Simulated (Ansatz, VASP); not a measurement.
# Te in VASP and in Ansatz

```
Te
1.0
     4.45800    0.06687    0.06687
    -2.17109    3.82731    0.02448
     0.08887    0.08887    5.92500
Te
3
Cartesian
  3.3508 0.0794 2.0248
  -1.5582 2.9106 3.9682
  0.5832 0.9930 0.0233
```

Change from the starting cell: equal xy, yz and zx shear strains of +3 %.

Alike in both runs: task single point; functional PBE; k mesh 9 × 9 × 6; occupations fermi-dirac, width 0.08 eV; no spin polarisation.

|  | VASP | Ansatz |
| --- | --- | --- |
| version | VASP 6.6.1 | Ansatz 0.2.0 |
| potentials or method | VASP PAW PBE potentials, release 64 (Te), cutoff 520 eV | all-electron LAPW, scalar-relativistic |

|  | VASP | Ansatz | Ansatz less VASP |
| --- | --- | --- | --- |
| pressure (GPa) | 3.3 | 3.3 | -0.03 |
| traceless stress, the component that is largest in VASP (GPa) | -1.56 | -1.56 | +0.003 |
| rms of the force components (eV/Å) | 0.403 | 0.390 | -0.0135 |

Atom by atom the forces differ by 0.014 eV/Å (rms over components). Ansatz ran all-electron here, and VASP with PAW potentials.

Spin-orbit coupling is off throughout.
